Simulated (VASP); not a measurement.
# Zr3Sn (I4/mmm) in VASP: a series of runs, part 2 of 2

VASP 6.6.1. Earlier steps stand in the parts before.

### 3 Single point, LDA

INCAR

```
PREC = Accurate ; ENCUT = 520
EDIFF = 1E-7 ; ISMEAR = -1
SIGMA = 0.1 ; LREAL = F
LASPH = T ; NELM = 60
ALGO = Normal ; ISIF = 2
LWAVE = F ; LCHARG = F
GGA = CA ; NBANDS = 33
```

KPOINTS

```
Automatic mesh
0
Gamma
  9 9 9
```

POSCAR

```
Zr3Sn
1.0
   -2.1766510000      2.1766510000      4.7696450000
    2.1766510000     -2.1766510000      4.7696450000
    2.1766510000      2.1766510000     -4.7696450000
Zr Sn
3 1
Direct
    0.5000000000      0.5000000000      0.0000000000
    0.2500000000      0.7500000000      0.5000000000
    0.7500000000      0.2500000000      0.5000000000
    0.0000000000      0.0000000000      0.0000000000
```

Potentials or basis: VASP PAW LDA potentials, release 64 (Zr_sv, Sn_d).

Started as:

```console
$ cat potpaw_LDA.64/Zr_sv/POTCAR potpaw_LDA.64/Sn_d/POTCAR > POTCAR
$ mpirun -np 1 vasp_std > vasp.out
```

OUTCAR:

```text
PREC = Accurate
   ENCUT = 520
   EDIFF = 1E-7
   ISMEAR = -1
   LREAL = F
   LASPH = T
   NELM = 60
   ISIF = 2
   GGA = CA

 ion  position               nearest neighbor table
   1  0.500  0.500  0.000-   4 3.08   4 3.08   4 3.08   4 3.08   3 3.23   2 3.23   3 3.23   2 3.23
                             2 3.23   2 3.23   3 3.23   3 3.23
   2  0.250  0.750  0.500-   3 3.08   3 3.08   3 3.08   3 3.08   4 3.23   1 3.23   4 3.23   1 3.23
                             4 3.23   4 3.23   1 3.23   1 3.23
   3  0.750  0.250  0.500-   2 3.08   2 3.08   2 3.08   2 3.08   4 3.23   1 3.23   4 3.23   1 3.23
                             1 3.23   1 3.23   4 3.23   4 3.23
   4  0.000  0.000  0.000-   1 3.08   1 3.08   1 3.08   1 3.08   3 3.23   2 3.23   3 3.23   2 3.23
                             3 3.23   3 3.23   2 3.23   2 3.23

  LATTYP: Found a body centered tetragonal cell.
 ALAT       =     4.3533020000
 C/A-ratio  =     2.1912768744

  Lattice vectors:

 A1 = (  -2.1766510000,   2.1766510000,   4.7696450000)
 A2 = (   2.1766510000,  -2.1766510000,   4.7696450000)
 A3 = (   2.1766510000,   2.1766510000,  -4.7696450000)

Analysis of symmetry for initial positions (statically):
=====================================================================
 Subroutine PRICEL returns:
 Original cell was already a primitive cell.

 Routine SETGRP: Setting up the symmetry group for a
 body centered tetragonal supercell.

 Subroutine GETGRP returns: Found 16 space group operations
 (whereof 16 operations were pure point group operations)
 out of a pool of 16 trial point group operations.

The static configuration has the point symmetry D_4h.

Analysis of symmetry for dynamics (positions and initial velocities):
=====================================================================
 Subroutine PRICEL returns:
 Original cell was already a primitive cell.

 Routine SETGRP: Setting up the symmetry group for a
 body centered tetragonal supercell.

[... 127 lines left out ...]
     AMIX     =   0.40;   BMIX     =  1.00
     AMIX_MAG =   1.60;   BMIX_MAG =  1.00
  volume/ion in A,a.u.               =      22.60       152.50
  Fermi-wavevector in a.u.,A,eV,Ry     =   1.343869  2.539544 24.571904  1.805984
  Thomas-Fermi vector in A             =   2.471908
   LORBIT       =      0    0 simple, 1 ext, 2 COOP (PROOUT), +10 PAW based schemes
   GGA     = CA    functional components
   LHFCALC =     F    Hartree Fock is set to
   AEXX    =    0.0000 exact exchange contribution
   IVDW    =     0    specifies the selected vdW correction
   LEPSILON=     F    determine dielectric tensor
   LRPA    =     F    only Hartree local field effects (RPA)
 non-spin polarized calculation
  energy-cutoff  :      520.00
  volume of cell :       90.39
 maximum number of plane-waves:      2469
 NGX is ok and might be reduce to    42
   NGX = 21   NGY = 21   NGZ = 21

 number of electron      50.0000004 magnetization

 Free energy of the ion-electron system (eV)
  ---------------------------------------------------
  ext. energy  EPLUGINS =         0.00000000
  ---------------------------------------------------
  free energy    TOTEN  =       -33.89776135 eV

  energy without entropy =      -33.75622484  energy(sigma->0) =      -33.82699310

 E-fermi :   9.3533     XC(G=0): -11.4504

 val. band max:        9.3526437989   @ k =  -0.4444   0.4444   0.4444
 cond. band min:       9.3567752643   @ k =   0.3333   0.3333   0.1111
 fundamental gap:      0.0041314654
 Fermi energy:         9.3532680134

 k-point     1 :       0.0000    0.0000    0.0000
  band No.  band energies     occupation
      1     -39.2313      2.00000
      2     -39.0963      2.00000
      3     -38.9856      2.00000
      4     -17.6857      2.00000
      5     -17.5489      2.00000
      6     -17.5489      2.00000
[... 853 lines left out ...]
     32      12.1010      0.00000
     33      12.7513      0.00000

 [... further k-points ...]

------------------------ aborting loop because EDIFF is reached ----------------------------------------

  FORCE on cell =-STRESS in cart. coord.  units (eV):
  Direction    XX          YY          ZZ          XY          YZ          ZX
  --------------------------------------------------------------------------------------
  -------------------------------------------------------------------------------------
  Total       -3.6298511     -3.6298511     -3.6650158      0.0000000     -0.0000000      0.0000000
  in kB      -64.3392131    -64.3392131    -64.9625088      0.0000000     -0.0000000      0.0000000
  external PRESSURE =     -64.5469783 kB  Pullay stress =       0.0000000 kB

 VOLUME and BASIS-vectors are now :
 -----------------------------------------------------------------------------
  energy-cutoff  :      520.00
  volume of cell :       90.39
      direct lattice vectors                 reciprocal lattice vectors
    -2.176651000  2.176651000  4.769645000     0.000000000  0.229710689  0.104829605
     2.176651000 -2.176651000  4.769645000     0.229710689  0.000000000  0.104829605
     2.176651000  2.176651000 -4.769645000     0.229710689  0.229710689  0.000000000

 POSITION                                       TOTAL-FORCE (eV/Angst)
 -----------------------------------------------------------------------------------
      0.00000      0.00000      4.76964         0.000000     -0.000000      0.000000
      2.17665     -0.00000      2.38482         0.000000      0.000000     -0.000000
     -0.00000      2.17665      2.38482        -0.000000      0.000000      0.000000
      0.00000      0.00000      0.00000         0.000000     -0.000000      0.000000
 -----------------------------------------------------------------------------------
    total drift:                               -0.000000     -0.000000      0.000000

  FREE ENERGIE OF THE ION-ELECTRON SYSTEM (eV)
  ---------------------------------------------------
  free  energy   TOTEN  =       -33.8977613504 eV

  energy  without entropy=      -33.7562248396  energy(sigma->0) =      -33.82699310
```

OSZICAR:

```text
N       E                     dE             d eps       ncg     rms          rms(c)
DAV:   1     0.617063448348E+03    0.61706E+03   -0.24646E+04  5034   0.185E+03
DAV:   2     0.370958425125E+02   -0.57997E+03   -0.56103E+03  5221   0.550E+02
DAV:   3    -0.284313998601E+02   -0.65527E+02   -0.62885E+02  6960   0.160E+02
DAV:   4    -0.350708510232E+02   -0.66395E+01   -0.65138E+01  7343   0.416E+01
DAV:   5    -0.353551500587E+02   -0.28430E+00   -0.28406E+00  7763   0.822E+00    0.183E+01
DAV:   6    -0.341050410098E+02    0.12501E+01   -0.24061E+00  5928   0.854E+00    0.698E+00
DAV:   7    -0.339117523120E+02    0.19329E+00   -0.10186E+00  7231   0.567E+00    0.158E+00
DAV:   8    -0.339005971659E+02    0.11155E-01   -0.10815E-01  6971   0.214E+00    0.111E+00
DAV:   9    -0.338986116994E+02    0.19855E-02   -0.38417E-02  6809   0.136E+00    0.137E-01
DAV:  10    -0.338977182977E+02    0.89340E-03   -0.60655E-03  6891   0.603E-01    0.984E-02
DAV:  11    -0.338977612249E+02   -0.42927E-04   -0.41689E-04  6634   0.152E-01    0.180E-02
DAV:  12    -0.338977624899E+02   -0.12651E-05   -0.34721E-05  8447   0.407E-02    0.687E-03
DAV:  13    -0.338977614449E+02    0.10450E-05   -0.32075E-06  6809   0.112E-02    0.299E-03
DAV:  14    -0.338977613504E+02    0.94438E-07   -0.32279E-07  5822   0.326E-03
   1 F= -.33897761E+02 E0= -.33826993E+02  d E =-.141537E+00
```

It took 8.3 min on 1 thread of Intel Xeon 8259CL, shared host; peak memory 0.34 GiB.

What came out:

```yaml
Free_energy: -33.8978 eV
Pressure: -6.5 GPa
Band_gap_on_the_k_mesh: zero (bands 25 and 26 overlap by 0.78 eV)
```

Caveat: the cell stands under tension; spin-orbit coupling is left out, which moves the levels of the heavy elements.
